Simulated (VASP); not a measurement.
# Mo (R-3m) in VASP: a series of runs

Runs on Mo. Level: r2SCAN. Tasks: single point.

Everything below comes from runs of VASP 6.6.1. Logs are shortened: lines on timing, memory, paths and dates and some standing lists are left out, and cuts for length are marked.

## Step 1: The cell of the first run

The structure is trigonal, space group R-3m (No. 166). The conventional cell has a = 6.502 Å, b = 6.502 Å, c = 16.632 Å, α = 90.00°, β = 90.00°, γ = 120.00°. Mo (site symmetry m) has 6 Mo at 2.21 to 2.39 Å within 2.9 Å. Within 3.1 Å of Mo (site symmetry m) lie 7 Mo at 2.36 to 2.66 Å.

## Step 2: Single point, r2SCAN

The input, POSCAR:

```
Mo
1.0
    3.2508997160      1.8769078261      5.5440914038
   -3.2508997160      1.8769078261      5.5440914038
    0.0000000000     -3.7538156522      5.5440914038
Mo
12
Direct
    0.0101900000      0.6536100000      0.0101900000
    0.0101900000      0.0101900000      0.6536100000
    0.6536100000      0.0101900000      0.0101900000
    0.9898100000      0.3463900000      0.9898100000
    0.3463900000      0.9898100000      0.9898100000
    0.9898100000      0.9898100000      0.3463900000
    0.2211800000      0.6306000000      0.2211800000
    0.2211800000      0.2211800000      0.6306000000
    0.6306000000      0.2211800000      0.2211800000
    0.7788200000      0.3694000000      0.7788200000
    0.3694000000      0.7788200000      0.7788200000
    0.7788200000      0.7788200000      0.3694000000
```

The input, INCAR.step1:

```
ALGO = Normal ; EDIFF = 1E-4
ENCUT = 520 ; GGA = PE
ISMEAR = 0 ; LASPH = T
LCHARG = F ; LREAL = F
LWAVE = T ; NBANDS = 96
NELM = 60 ; PREC = Accurate
SIGMA = 0.1
```

The input, INCAR.step2:

```
ALGO = Normal ; EDIFF = 1E-6
ENCUT = 520 ; ISIF = 2
ISMEAR = 0 ; ISTART = 1
LASPH = T ; LCHARG = F
LMIXTAU = T ; LREAL = F
LWAVE = F ; METAGGA = R2SCAN
NBANDS = 96 ; NELM = 60
PREC = Accurate ; SIGMA = 0.1
```

The input, KPOINTS:

```
k-points
0
Gamma
  3 3 3
```

Potentials or basis: VASP PAW PBE potentials, release 64 (Mo_sv).

Command:

```sh
$ cat potpaw_PBE.64/Mo_sv/POTCAR > POTCAR
$ cp INCAR.step1 INCAR
$ mpirun -np 1 vasp_std > vasp.out
$ cp INCAR.step2 INCAR
$ mpirun -np 1 vasp_std > vasp.out
```

OUTCAR:

```text
EDIFF = 1E-6
   ENCUT = 520
   ISIF = 2
   ISMEAR = 0
   ISTART = 1
   LASPH = T
   LREAL = F
   METAGGA = R2SCAN
   NELM = 60
   PREC = Accurate

 ion  position               nearest neighbor table
   1  0.010  0.654  0.010-   4 2.21   2 2.32   3 2.32   7 2.38  11 2.39  12 2.39
   2  0.010  0.010  0.654-   6 2.21   3 2.32   1 2.32   8 2.38  10 2.39  11 2.39
   3  0.654  0.010  0.010-   5 2.21   2 2.32   1 2.32   9 2.38  10 2.39  12 2.39
   4  0.990  0.346  0.990-   1 2.21   6 2.32   5 2.32  10 2.38   9 2.39   8 2.39
   5  0.346  0.990  0.990-   3 2.21   6 2.32   4 2.32  11 2.38   7 2.39   8 2.39
   6  0.990  0.990  0.346-   2 2.21   4 2.32   5 2.32  12 2.38   9 2.39   7 2.39
   7  0.221  0.631  0.221-  11 2.36  12 2.36   1 2.38   5 2.39   6 2.39   8 2.66   9 2.66
   8  0.221  0.221  0.631-  10 2.36  11 2.36   2 2.38   4 2.39   5 2.39   7 2.66   9 2.66
   9  0.631  0.221  0.221-  10 2.36  12 2.36   3 2.38   4 2.39   6 2.39   8 2.66   7 2.66
  10  0.779  0.369  0.779-   9 2.36   8 2.36   4 2.38   3 2.39   2 2.39  12 2.66  11 2.66
  11  0.369  0.779  0.779-   7 2.36   8 2.36   5 2.38   1 2.39   2 2.39  12 2.66  10 2.66
  12  0.779  0.779  0.369-   7 2.36   9 2.36   6 2.38   3 2.39   1 2.39  10 2.66  11 2.66

  LATTYP: Found a trigonal (rhomboedric) cell.
 ALAT       =     6.6953776178
 COS(alpha) =     0.5284942553

  Lattice vectors:

 A1 = (   3.2508997160,   1.8769078261,   5.5440914038)
 A2 = (  -3.2508997160,   1.8769078261,   5.5440914038)
 A3 = (   0.0000000000,  -3.7538156522,   5.5440914038)

Analysis of symmetry for initial positions (statically):
=====================================================================
 Subroutine PRICEL returns:
 Original cell was already a primitive cell.

 Routine SETGRP: Setting up the symmetry group for a
 trigonal (rhombohedral) supercell.

 Subroutine GETGRP returns: Found 12 space group operations
 (whereof 12 operations were pure point group operations)
 out of a pool of 12 trial point group operations.

The static configuration has the point symmetry D_3d.

Analysis of symmetry for dynamics (positions and initial velocities):
=====================================================================
 Subroutine PRICEL returns:
 Original cell was already a primitive cell.

 Routine SETGRP: Setting up the symmetry group for a
 trigonal (rhombohedral) supercell.

 Subroutine GETGRP returns: Found 12 space group operations
 (whereof 12 operations were pure point group operations)
 out of a pool of 12 trial point group operations.

The dynamic configuration has the point symmetry D_3d.

 Subroutine INISYM returns: Found 12 space group operations
 (whereof 12 operations are pure point group operations),
 and found     1 'primitive' translations

----------------------------------------------------------------------------------------

                                     Primitive cell

  volume of cell :     202.9683

  direct lattice vectors                    reciprocal lattice vectors
     3.250899716  1.876907826  5.544091404     0.153803576  0.088798536  0.060124069
    -3.250899716  1.876907826  5.544091404    -0.153803576  0.088798536  0.060124069
     0.000000000 -3.753815652  5.544091404     0.000000000 -0.177597071  0.060124069

  length of vectors
     6.695377618  6.695377618  6.695377618     0.187498329  0.187498329  0.187498329

  position of ions in fractional coordinates (direct lattice)
     0.010190000  0.653610000  0.010190000
     0.010190000  0.010190000  0.653610000
     0.653610000  0.010190000  0.010190000
     0.989810000  0.346390000  0.989810000
     0.346390000  0.989810000  0.989810000
     0.989810000  0.989810000  0.346390000
     0.221180000  0.630600000  0.221180000
     0.221180000  0.221180000  0.630600000
     0.630600000  0.221180000  0.221180000
     0.778820000  0.369400000  0.778820000
     0.369400000  0.778820000  0.778820000
     0.778820000  0.778820000  0.369400000

  ion indices of the primitive-cell ions
   primitive index   ion index
                 1           1
                 2           2
                 3           3
                 4           4
                 5           5
                 6           6
                 7           7
                 8           8
                 9           9
                10          10
                11          11
                12          12

----------------------------------------------------------------------------------------

 KPOINTS: k-points

Automatic generation of k-mesh.
 Grid dimensions read from file:
 generate k-points for:    3    3    3

 Generating k-lattice:

  Cartesian coordinates                     Fractional coordinates (reciprocal lattice)
     0.051267859  0.029599512  0.020041356     0.333333333  0.000000000  0.000000000
    -0.051267859  0.029599512  0.020041356     0.000000000  0.333333333  0.000000000
     0.000000000 -0.059199024  0.020041356     0.000000000  0.000000000  0.333333333

  Length of vectors
     0.062499443  0.062499443  0.062499443

  Shift w.r.t. Gamma in fractional coordinates (k-lattice)
     0.000000000  0.000000000  0.000000000

 Subroutine IBZKPT returns following result:
 ===========================================

 Found      6 irreducible k-points:

 Following reciprocal coordinates:
            Coordinates               Weight
  0.000000  0.000000  0.000000      1.000000
  0.333333  0.000000  0.000000      6.000000
  0.333333  0.333333 -0.000000      6.000000
 -0.333333  0.333333  0.000000      6.000000
  0.333333  0.333333  0.333333      2.000000
 -0.333333  0.333333  0.333333      6.000000
   k-points           NKPTS =      6   k-points in BZ     NKDIM =      6   number of bands    NBANDS=     96
   number of dos      NEDOS =    301   number of ions     NIONS =     12
   total plane-waves  NPLWV = 125000
   dimension x,y,z NGX =    50 NGY =   50 NGZ =   50
   dimension x,y,z NGXF=   100 NGYF=  100 NGZF=  100
   ions per type =              12
   NGX,Y,Z   is equivalent  to a cutoff of  12.41, 12.41, 12.41 a.u.
   NGXF,Y,Z  is equivalent  to a cutoff of  24.83, 24.83, 24.83 a.u.
 SYSTEM =  unknown system
   PREC   = accura    normal or accurate (medium, high low for compatibility)
   ISTART =      1    job   : 0-new  1-cont  2-samecut
   ICHARG =      0    charge: 1-file 2-atom 10-const
   ISPIN  =      1    spin polarized calculation?
   LNONCOLLINEAR =      F non collinear calculations
   LSORBIT =      F    spin-orbit coupling
   LASPH  =      T    aspherical Exc in radial PAW
   ENCUT  =  520.0 eV  38.22 Ry    6.18 a.u.  12.45 12.45 12.45*2*pi/ulx,y,z
   NELM   =     60;   NELMIN=  2; NELMDL=  0     # of ELM steps
   EDIFF  = 0.1E-05   stopping-criterion for ELM
   LREAL  =      F    real-space projection
   EDIFFG = 0.1E-04   stopping-criterion for IOM
   NSW    =      0    number of steps for IOM
   IBRION =     -1    ionic relax: 0-MD 1-quasi-New 2-CG
   NFREE  =      0    steps in history (QN), initial steepest desc. (CG)
   ISIF   =      2    stress and relaxation
   ISYM   =      2    0-nonsym 1-usesym 2-fastsym
   POTIM  = 0.5000    time-step for ionic-motion
   TEBEG  =    0.0;   TEEND  =   0.0 temperature during run
   PSTRESS=    0.0 pullay stress
   NELECT =     168.0000    total number of electrons
   NUPDOWN=      -1.0000    fix difference up-down
   EMIN   =  10.00;   EMAX   =-10.00  energy-range for DOS
   EFERMI =   0.00;   METHOD = LEGACY
   ISMEAR =     0;   SIGMA  =   0.10  broadening in eV -4-tet -1-fermi 0-gaus
   EFERMI_NEDOS =   21; number of points for ismear=-14 and -15
   IALGO  =     38    algorithm
   IMIX   =      4    mixing-type and parameters
     AMIX     =   0.40;   BMIX     =  1.00
     AMIX_MAG =   1.60;   BMIX_MAG =  1.00
  volume/ion in A,a.u.               =      16.91       114.14
  Fermi-wavevector in a.u.,A,eV,Ry     =   1.537099  2.904696 32.146127  2.362674
  Thomas-Fermi vector in A             =   2.643655
   LORBIT       =      0    0 simple, 1 ext, 2 COOP (PROOUT), +10 PAW based schemes
   METAGGA = R2SCAN    functional components
   LHFCALC =     F    Hartree Fock is set to
   AEXX    =    0.0000 exact exchange contribution
   IVDW    =     0    specifies the selected vdW correction
   LEPSILON=     F    determine dielectric tensor
   LRPA    =     F    only Hartree local field effects (RPA)
 non-spin polarized calculation
 Gauss-broadening in eV      SIGMA  =   0.10
  energy-cutoff  :      520.00
  volume of cell :      202.97
 maximum number of plane-waves:      5471
 NGX is ok and might be reduce to    50
   NGX = 25   NGY = 25   NGZ = 25

 number of electron     168.0000016 magnetization

 Free energy of the ion-electron system (eV)
  ---------------------------------------------------
  ext. energy  EPLUGINS =         0.00000000
  ---------------------------------------------------
  free energy    TOTEN  =      -279.85658820 eV

  energy without entropy =     -279.74392373  energy(sigma->0) =     -279.80025597

 E-fermi :  10.9756     XC(G=0): -13.3277

 val. band max:       10.9720320143   @ k =   0.3333   0.3333  -0.0000
 cond. band min:      10.9794029631   @ k =  -0.3333   0.3333   0.3333
 fundamental gap:      0.0073709489
 Fermi energy:        10.9756481085

 k-point     1 :       0.0000    0.0000    0.0000
  band No.  band energies     occupation
      1     -52.2654      2.00000
      2     -51.5969      2.00000
      3     -51.5969      2.00000
      4     -51.5222      2.00000
      5     -51.4621      2.00000
      6     -51.4621      2.00000
[... 88 lines left out ...]
     95      13.0916      0.00000
     96      13.5272      0.00000

 k-point     2 :       0.3333    0.0000    0.0000
  band No.  band energies     occupation
      1     -52.1959      2.00000
      2     -51.7995      2.00000
      3     -51.6188      2.00000
      4     -51.5994      2.00000
      5     -51.4621      2.00000
      6     -51.4081      2.00000
[... 484 lines left out ...]
     95      13.1198      0.00000
     96      13.4561      0.00000

------------------------ aborting loop because EDIFF is reached ----------------------------------------

  FORCE on cell =-STRESS in cart. coord.  units (eV):
  Direction    XX          YY          ZZ          XY          YZ          ZX
  --------------------------------------------------------------------------------------
  -------------------------------------------------------------------------------------
  Total       78.5891618     78.5891618    107.9457490      0.0000000     -0.0000000      0.0000000
  in kB      620.3618602    620.3618601    852.0949206      0.0000000     -0.0000000      0.0000000
  external PRESSURE =     697.6062136 kB  Pullay stress =       0.0000000 kB

 VOLUME and BASIS-vectors are now :
 -----------------------------------------------------------------------------
  energy-cutoff  :      520.00
  volume of cell :      202.97
      direct lattice vectors                 reciprocal lattice vectors
     3.250899716  1.876907826  5.544091404     0.153803576  0.088798536  0.060124069
    -3.250899716  1.876907826  5.544091404    -0.153803576  0.088798536  0.060124069
     0.000000000 -3.753815652  5.544091404     0.000000000 -0.177597071  0.060124069

 POSITION                                       TOTAL-FORCE (eV/Angst)
 -----------------------------------------------------------------------------------
     -2.09169      1.20764      3.73666         2.843213     -1.641530     -2.291959
      0.00000     -2.41528      3.73666        -0.000000      3.283059     -2.291959
      2.09169      1.20764      3.73666        -2.843213     -1.641530     -2.291959
      2.09169     -1.20764     12.89561        -2.843213      1.641530      2.291959
     -2.09169     -1.20764     12.89561         2.843213      1.641530      2.291959
      0.00000      2.41528     12.89561        -0.000000     -3.283059      2.291959
     -1.33098      0.76844      5.94859         5.778428     -3.336177      0.905663
      0.00000     -1.53689      5.94859        -0.000000      6.672354      0.905663
      1.33098      0.76844      5.94859        -5.778428     -3.336177      0.905663
      1.33098     -0.76844     10.68369        -5.778428      3.336177     -0.905663
     -1.33098     -0.76844     10.68369         5.778428      3.336177     -0.905663
      0.00000      1.53689     10.68369        -0.000000     -6.672354     -0.905663
 -----------------------------------------------------------------------------------
    total drift:                               -0.000000     -0.000000      0.000000

  FREE ENERGIE OF THE ION-ELECTRON SYSTEM (eV)
  ---------------------------------------------------
  free  energy   TOTEN  =      -279.8565881999 eV

  energy  without entropy=     -279.7439237321  energy(sigma->0) =     -279.80025597
```

Run time: 8.2 min. Hardware: 1 thread of AMD EPYC 9R45 (Zen 5), shared host; peak memory 0.38 GiB.

Results:

```
Free energy            : -279.8566 eV
Pressure               : 69.8 GPa
Largest force          : 6.734 eV/Å
Band gap on the k mesh : zero (bands 84 and 85 overlap by 0.06 eV)
```

Forces on the atoms (eV/Å):
```
Mo   2.843 -1.642 -2.292
Mo   0.000  3.283 -2.292
Mo  -2.843 -1.642 -2.292
Mo  -2.843  1.642  2.292
Mo   2.843  1.642  2.292
Mo   0.000 -3.283  2.292
Mo   5.778 -3.336  0.906
Mo   0.000  6.672  0.906
Mo  -5.778 -3.336  0.906
Mo  -5.778  3.336 -0.906
Mo   5.778  3.336 -0.906
Mo   0.000 -6.672 -0.906
```

Levels at points of the mesh, in eV from the Fermi level:
```tsv
k point	band 80	band 81	band 82	band 83	band 84	band 85	band 86	band 87	band 88	band 89
(0.00, 0.00, 0.00)	-0.49	-0.49	-0.32	-0.14	0.04	0.11	0.11	0.18	0.18	0.58
```

Caveat: the k points lie up to 0.39 Å⁻¹ apart; the PAW data sets were made with another functional, which shifts forces and pressure a little.

## Step 3: Single point, r2SCAN

This run uses another cell than the first one, of 18.51 Å³/atom.

The input, POSCAR:

```
Mo
1.0
    2.6474269807      1.5284926800      9.1477502032
   -2.6474269807      1.5284926800      9.1477502032
    0.0000000000     -3.0569853599      9.1477502032
Mo
12
Direct
    0.0443041686      0.5504016129      0.0443041686
    0.0443041686      0.0443041686      0.5504016129
    0.5504016129      0.0443041686      0.0443041686
    0.9556958314      0.4495983871      0.9556958314
    0.4495983871      0.9556958314      0.9556958314
    0.9556958314      0.9556958314      0.4495983871
    0.2077850409      0.7063091959      0.2077850409
    0.2077850409      0.2077850409      0.7063091959
    0.7063091959      0.2077850409      0.2077850409
    0.7922149591      0.2936908041      0.7922149591
    0.2936908041      0.7922149591      0.7922149591
    0.7922149591      0.7922149591      0.2936908041
```

The input, INCAR.step1:

```
ALGO     = Normal         # electronic algorithm
EDIFF    = 1E-4           # SCF threshold, eV
ENCUT    = 520            # plane-wave cutoff, eV
GGA      = PE             # functional
ISMEAR   = 0              # smearing method
LASPH    = True           # aspherical terms in the spheres
LCHARG   = False          # write CHGCAR
LREAL    = False          # projectors in reciprocal space
LWAVE    = True           # write WAVECAR
NBANDS   = 96             # bands
NELM     = 100            # most SCF steps
PREC     = Accurate       # precision mode
SIGMA    = 0.1            # smearing width, eV
```

The input, INCAR.step2:

```
ALGO     = Normal         # electronic algorithm
EDIFF    = 1E-7           # SCF threshold, eV
ENCUT    = 520            # plane-wave cutoff, eV
ISIF     = 2              # what is computed and relaxed
ISMEAR   = 0              # smearing method
ISTART   = 1            
LASPH    = True           # aspherical terms in the spheres
LCHARG   = False          # write CHGCAR
LMIXTAU  = True         
LREAL    = False          # projectors in reciprocal space
LWAVE    = False          # write WAVECAR
METAGGA  = R2SCAN         # meta-GGA
NBANDS   = 96             # bands
NELM     = 100            # most SCF steps
PREC     = Accurate       # precision mode
SIGMA    = 0.1            # smearing width, eV
```

KPOINTS is that of step 2.

Potentials or basis: VASP PAW PBE potentials, release 64 (Mo_sv).

Command:

```sh
$ cat potpaw_PBE.64/Mo_sv/POTCAR > POTCAR
$ cp INCAR.step1 INCAR
$ mpirun -np 1 vasp_std > vasp.out
$ cp INCAR.step2 INCAR
$ mpirun -np 1 vasp_std > vasp.out
```

It took 29 min on 1 thread of AMD EPYC 9R45 (Zen 5), shared host; peak memory 0.81 GiB.

Results (log left out):

```
Free energy            : -299.1712 eV
Pressure               : 0.9 GPa
Largest force          : 0.034 eV/Å
Band gap on the k mesh : zero (bands 84 and 85 overlap by 1.65 eV)
```

Forces on the atoms (eV/Å):
```
Mo   0.027 -0.016 -0.011
Mo   0.000  0.032 -0.011
Mo  -0.027 -0.016 -0.011
Mo  -0.027  0.016  0.011
Mo   0.027  0.016  0.011
Mo   0.000 -0.032  0.011
Mo   0.016 -0.009 -0.001
Mo   0.000  0.018 -0.001
Mo  -0.016 -0.009 -0.001
Mo  -0.016  0.009  0.001
Mo   0.016  0.009  0.001
Mo   0.000 -0.018  0.001
```

Stress tensor (GPa, compression positive):
```
0.85 0.00 0.00
0.00 0.85 0.00
0.00 0.00 0.95
```

Levels at points of the mesh, in eV from the Fermi level:
```tsv
k point	band 80	band 81	band 82	band 83	band 84	band 85	band 86	band 87	band 88	band 89
(0.00, 0.00, 0.00)	-0.70	0.51	0.51	1.13	1.22	1.25	1.48	1.48	1.76	1.76
```

Caveat: the k points lie up to 0.46 Å⁻¹ apart, too coarse for converged energies and pressures of a metal; the PAW data sets were made with another functional, which shifts forces and pressure a little.
